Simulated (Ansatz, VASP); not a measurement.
One calculation of YPt3F2, two programs

```
Y Pt F
1.0
     4.89017    0.00000    0.00000
    -2.44508    4.23501    0.00000
     0.00000    0.00000    5.53157
Y Pt F
1 3 2
Direct
  0.00000 0.00000 0.00000
  0.50000 0.00000 0.50000
  0.50000 0.50000 0.50000
  0.00000 0.50000 0.50000
  0.33333 0.66667 0.00000
  0.66667 0.33333 0.00000
```

Change from the starting cell: species swapped into the DyB2Ru3 type (P6/mmm, No. 191).

Alike in both runs: functional PBE; k mesh 6 × 6 × 4; occupations gaussian, width 0.1 eV; no spin polarisation.

Ansatz relaxed the structure, and its values are those at the end. VASP's run is a single point on that final structure, the one shown.

```csv
,VASP,Ansatz
version,VASP 6.6.1,Ansatz 0.2.0
potentials or method,"VASP PAW PBE potentials, release 64 (Y_sv, Pt, F), cutoff 520 eV","scalar-relativistic, plane waves, PAW"
valence electrons in the cell,55,79
```

```csv
,VASP,Ansatz,Ansatz less VASP
gap on the k mesh at the Fermi level (eV),none,none,-
pressure (GPa),-0.5,-0.1,+0.40
```

A gap of «none» marks a metal or a gap that the smearing closes. With one functional, cell and mesh, what is left measures potentials, basis and numerics. VASP's potentials hold 55 valence electrons a cell and Ansatz's 79, so a difference there can come from the potentials and not from the codes.

Spin-orbit coupling is off throughout.
